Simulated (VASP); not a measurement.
# CoSn (P6/mmm) in VASP: notebook, part 3 of 3

VASP 6.6.1.

### Step 5. Relaxation of cell and atoms, PBE, target pressure 40 GPa, at which the enthalpy is minimised

This run uses another cell than the first one, of 14.05 Å³/atom.

File INCAR:

```
SYSTEM = CoSn
PREC = Accurate
ENCUT = 600
EDIFF = 1E-7
ISMEAR = 0
SIGMA = 0.1
LREAL = .FALSE.
LASPH = .TRUE.
NELM = 80
ALGO = Fast
ISIF = 3
LWAVE = .FALSE.
LCHARG = .FALSE.
GGA = PE
IBRION = 2
NSW = 70
EDIFFG = -0.008
PSTRESS = 400.0
```

File KPOINTS:

```
Automatic mesh
0
G
  12 12 10
  0 0 0
```

File POSCAR:

```
CoSn
1.0
    4.9585551502      0.0000000000      0.0000000000
   -2.4792775751      4.2942347261      0.0000000000
    0.0000000000      0.0000000000      3.9601238004
Co Sn
3 3
Direct
    0.0000000000      0.5000000000      0.0000000000
    0.5000000000      0.5000000000      0.0000000000
    0.5000000000      0.0000000000      0.0000000000
    0.6666666667      0.3333333333      0.5000000000
    0.3333333333      0.6666666667      0.5000000000
    0.0000000000      0.0000000000      0.0000000000
```

Potentials or basis: VASP PAW PBE potentials, release 64 (Co, Sn_d).

The run is started by

```sh
$ cat potpaw_PBE.64/Co/POTCAR potpaw_PBE.64/Sn_d/POTCAR > POTCAR
$ mpirun -np 1 vasp_std > vasp.out
```

OUTCAR:

```text
SYSTEM = CoSn
   PREC = Accurate
   ENCUT = 600
   EDIFF = 1E-7
   ISMEAR = 0
   LREAL = .FALSE.
   LASPH = .TRUE.
   NELM = 80
   ISIF = 3
   GGA = PE
   IBRION = 2
   NSW = 70
   EDIFFG = -0.008
   PSTRESS = 400.0

 ion  position               nearest neighbor table
   1  0.000  0.500  0.000-   4 2.44   5 2.44   4 2.44   5 2.44   3 2.48   6 2.48   6 2.48   3 2.48
                             2 2.48   2 2.48
   2  0.500  0.500  0.000-   4 2.44   5 2.44   4 2.44   5 2.44   3 2.48   6 2.48   3 2.48   6 2.48
                             1 2.48   1 2.48
   3  0.500  0.000  0.000-   4 2.44   5 2.44   4 2.44   5 2.44   1 2.48   2 2.48   2 2.48   1 2.48
                             6 2.48   6 2.48
   4  0.667  0.333  0.500-   3 2.44   3 2.44   1 2.44   1 2.44   2 2.44   2 2.44   5 2.86   5 2.86
                             5 2.86   6 3.48   6 3.48   6 3.48   6 3.48   6 3.48   6 3.48
   5  0.333  0.667  0.500-   3 2.44   3 2.44   1 2.44   1 2.44   2 2.44   2 2.44   4 2.86   4 2.86
                             4 2.86   6 3.48   6 3.48   6 3.48   6 3.48   6 3.48   6 3.48
   6  0.000  0.000  0.000-   1 2.48   2 2.48   1 2.48   2 2.48   3 2.48   3 2.48   5 3.48   4 3.48
                             5 3.48   4 3.48   4 3.48   4 3.48   5 3.48   5 3.48   4 3.48   5 3.48

  LATTYP: Found a hexagonal cell.
 ALAT       =     4.9585551502
 C/A-ratio  =     0.7986447020

  Lattice vectors:

 A1 = (   4.9585551502,   0.0000000000,   0.0000000000)
 A2 = (  -2.4792775751,   4.2942347261,   0.0000000000)
[... 190 lines left out ...]

  FORCE on cell =-STRESS in cart. coord.  units (eV):
  Direction    XX          YY          ZZ          XY          YZ          ZX
  --------------------------------------------------------------------------------------
  -------------------------------------------------------------------------------------
  Total       21.3484394     21.3484394     21.3758700     -0.0000000      0.0000000      0.0000000
  in kB      405.6271573    405.6271573    406.1483477     -0.0000000      0.0000000      0.0000000
  external PRESSURE =       5.8008875 kB  Pullay stress =     400.0000000 kB
[... 71 lines left out ...]
--------------------------------------- Ionic step        3  -------------------------------------------

 number of electron      68.9999986 magnetization

 Free energy of the ion-electron system (eV)
  ---------------------------------------------------
  ext. energy  EPLUGINS =         0.00000000
  ---------------------------------------------------
  free energy    TOTEN  =       -31.36492391 eV

  energy without entropy =      -31.35531492  energy(sigma->0) =      -31.36011942

 E-fermi :  12.7083     XC(G=0): -12.7715

 val. band max:       12.6940140110   @ k =   0.0833  -0.0000   0.4000
 cond. band min:      12.7114545816   @ k =   0.2500   0.0833   0.3000
 fundamental gap:      0.0174405705
 Fermi energy:        12.7083107896

 k-point     1 :       0.0000    0.0000    0.0000
  band No.  band energies     occupation
      1      -8.9197      2.00000
      2      -8.8927      2.00000
      3      -8.8927      2.00000
      4      -8.8132      2.00000
      5      -8.7871      2.00000
      6      -8.7871      2.00000
[... 1045 lines left out ...]
     40      17.0849      0.00000
     41      17.7727      0.00000

 [... further k-points ...]
[... 5 lines left out ...]
  --------------------------------------------------------------------------------------
  -------------------------------------------------------------------------------------
  Total       21.0982322     21.0982322     21.1159759      0.0000000      0.0000000     -0.0000000
  in kB      400.1140314    400.1140314    400.4505276      0.0000000      0.0000000     -0.0000000
  external PRESSURE =       0.2261968 kB  Pullay stress =     400.0000000 kB
[... 25 lines left out ...]
  energy  without entropy=      -31.3553149244  energy(sigma->0) =      -31.36011942

  enthalpy is  TOTEN    =       -10.2727046080 eV   P V=       21.0922193002

 reached required accuracy - stopping structural energy minimisation
```

CONTCAR:

```text
CoSn
   1.00000000000000
     4.9615951656263384    0.0000000000000000    0.0000000000000000
    -2.4807975828131692    4.2968674566836027   -0.0000000000000000
     0.0000000000000000    0.0000000000000000    3.9627765653281632
  Co              Sn
     3     3
Direct
     0.0000000000000000    0.5000000000000000    0.0000000000000000
     0.5000000000000000    0.5000000000000000    0.0000000000000000
     0.5000000000000000    0.0000000000000000    0.0000000000000000
     0.6666666667000030    0.3333333332999970    0.5000000000000000
     0.3333333332999970    0.6666666667000030    0.5000000000000000
     0.0000000000000000    0.0000000000000000    0.0000000000000000

  0.00000000E+00  0.00000000E+00  0.00000000E+00
  0.00000000E+00  0.00000000E+00  0.00000000E+00
  0.00000000E+00  0.00000000E+00  0.00000000E+00
  0.00000000E+00  0.00000000E+00  0.00000000E+00
  0.00000000E+00  0.00000000E+00  0.00000000E+00
  0.00000000E+00  0.00000000E+00  0.00000000E+00
```

Run time: 13 min. Hardware: 1 thread of Intel Xeon 6975P-C (Granite Rapids), shared host; peak memory 0.51 GiB.

Results:

```yaml
Free_energy: -31.3649 eV
Relaxed_volume: 14.08 Å³/atom
Relaxed_cell: a = 4.962 Å, b = 4.962 Å, c = 3.963 Å, α = 90.00°, β = 90.00°, γ = 120.00°
Space_group_after_relaxing_to_0.1_Å: P6/mmm (No. 191)
Energy_change_on_relaxing_the_run_minimises_the_enthalpy: -6.7 meV/atom
Ionic_steps: 3
Pressure_after_relaxing: 40.0 GPa
Band_gap_on_the_k_mesh: zero (an odd number of electrons rules out a gap without spin polarisation)
```

Step by step:
| step | energy change (eV) | largest force (eV/Å) | pressure (GPa) | volume (Å³) |
| --- | --- | --- | --- | --- |
| 1 | 0.0000 | 0.0000 | 40.58 | 84.32 |
| 2 | -0.1534 | 0.0000 | 38.39 | 84.95 |
| 3 | -0.0402 | 0.0000 | 40.02 | 84.48 |

Final structure:
```
Co Sn
1.0
     4.96160    0.00000    0.00000
    -2.48080    4.29687    0.00000
     0.00000    0.00000    3.96278
Co Sn
3 3
Direct
  0.00000 0.50000 0.00000
  0.50000 0.50000 0.00000
  0.50000 0.00000 0.00000
  0.66667 0.33333 0.50000
  0.33333 0.66667 0.50000
  0.00000 0.00000 0.00000
```

Levels at points of the mesh, in eV from the Fermi level:
| k point | band 31 | band 32 | band 33 | band 34 | band 35 | band 36 | band 37 | band 38 |
| --- | --- | --- | --- | --- | --- | --- | --- | --- |
| (0.00, 0.00, 0.00) | -0.55 | -0.55 | -0.51 | -0.51 | 0.69 | 1.10 | 1.77 | 1.77 |
| (0.50, 0.00, 0.00) | -0.79 | -0.55 | -0.53 | 0.91 | 1.25 | 2.14 | 2.33 | 3.61 |
| (0.00, 0.00, 0.50) | -1.15 | -0.69 | -0.63 | -0.63 | -0.49 | -0.49 | -0.30 | 0.70 |
| (0.50, 0.00, 0.50) | -1.17 | -0.85 | -0.65 | -0.57 | -0.52 | -0.06 | 0.46 | 1.63 |

Caveat: the cell is relaxed towards a set pressure, so the run minimises the enthalpy, not the energy; spin-orbit coupling is left out, which moves the levels of the heavy elements; the run has no spin polarisation, though such a crystal can be magnetic.

### Step 6. Single point, PBE (biaxial strain in the a-b plane: -4.0 %)

File INCAR:

```
PREC = Accurate
ENCUT = 520
EDIFF = 1E-6
ISMEAR = 0
SIGMA = 0.1
LREAL = F
LASPH = T
NELM = 60
ALGO = Fast
ISIF = 2
LWAVE = F
LCHARG = F
GGA = PE
NBANDS = 44
```

File KPOINTS:

```
regular mesh
0
Gamma
  12 12 8
```

POSCAR, as its differences from that of step 5:

```diff
@@ -2,5 +2,5 @@
 1.0
-    4.9585551502      0.0000000000      0.0000000000
-   -2.4792775751      4.2942347261      0.0000000000
-    0.0000000000      0.0000000000      3.9601238004
+    5.0847216012      0.0000000000      0.0000000000
+   -2.5423608006      4.4034980778      0.0000000000
+    0.0000000000      0.0000000000      4.3318145807
 Co Sn
```

Potentials or basis: VASP PAW PBE potentials, release 64 (Co, Sn_d).

The run is started by

```sh
$ cat potpaw_PBE.64/Co/POTCAR potpaw_PBE.64/Sn_d/POTCAR > POTCAR
$ mpirun -np 1 vasp_std > vasp.out
```

Run time: 4.8 min. Hardware: 1 thread of Intel Xeon 6975P-C (Granite Rapids), shared host; peak memory 0.44 GiB.

Results (log left out):

| Property | Result |
| --- | --- |
| Free energy | -32.9226 eV |
| Pressure | 9.1 GPa |
| Band gap on the k mesh | zero (an odd number of electrons rules out a gap without spin polarisation) |

Stress tensor (GPa, compression positive):
```
13.96  0.00  0.00
 0.00 13.96  0.00
 0.00  0.00 -0.74
```

Levels at points of the mesh, in eV from the Fermi level:
| k point | band 31 | band 32 | band 33 | band 34 | band 35 | band 36 | band 37 | band 38 |
| --- | --- | --- | --- | --- | --- | --- | --- | --- |
| (0.00, 0.00, 0.00) | -0.38 | -0.38 | -0.26 | -0.26 | 0.73 | 0.81 | 1.48 | 1.48 |
| (0.50, 0.00, 0.00) | -0.61 | -0.34 | -0.29 | 0.82 | 0.89 | 1.62 | 1.65 | 2.21 |
| (0.00, 0.00, 0.50) | -0.96 | -0.44 | -0.33 | -0.33 | -0.32 | -0.32 | 0.09 | 0.73 |
| (0.50, 0.00, 0.50) | -0.98 | -0.76 | -0.49 | -0.36 | -0.33 | -0.02 | 0.52 | 1.55 |

Caveat: the cell differs from its parent crystal (biaxial strain in the a-b plane: -4.0 %); the cell stands under pressure; spin-orbit coupling is left out, which moves the levels of the heavy elements; the run has no spin polarisation, though such a crystal can be magnetic. Spin polarisation is off, so any magnetic state and its effect on volume and gap are missing.

### Step 7. Overview

| task | cell | k mesh | cutoff (eV) | gap on the mesh (eV) | pressure (GPa) |
| --- | --- | --- | --- | --- | --- |
| single point | a = 5.269, b = 5.269, c = 4.209 Å, angles 90.0, 90.0, 120.0°, 6 atoms | 12 × 12 × 8 | 520 | none | 1.9 |
| single point | a = 4.962, b = 4.962, c = 3.964 Å, angles 90.0, 90.0, 120.0°, 6 atoms | 12 × 12 × 10 | 520 | none | 39.9 |
| single point | a = 5.325, b = 5.325, c = 4.254 Å, angles 90.0, 90.0, 120.0°, 6 atoms | 12 × 12 × 8 | 520 | none | -2.1 |
| relaxation of cell and atoms | relaxed to 40 GPa from a = 4.959, b = 4.959, c = 3.960 Å, angles 90.0, 90.0, 120.0°, 6 atoms | 12 × 12 × 10 | 600 | none | 40.0 |
| single point | a = 5.085, b = 5.085, c = 4.332 Å, angles 90.0, 90.0, 120.0°, 6 atoms | 12 × 12 × 8 | 520 | none | 9.1 |

Alike in all rows: level PBE; potentials or basis VASP PAW PBE potentials, release 64 (Co, Sn_d); no spin polarisation; smearing gaussian 0.1 eV.

Caveats: spin-orbit coupling is left out, which moves the levels of the heavy elements; the run has no spin polarisation, though such a crystal can be magnetic; the cell stands under pressure (at least some runs); the cell is relaxed towards a set pressure, so the run minimises the enthalpy, not the energy (at least some runs).

Absolute energies hang on the potentials; compare differences alone.
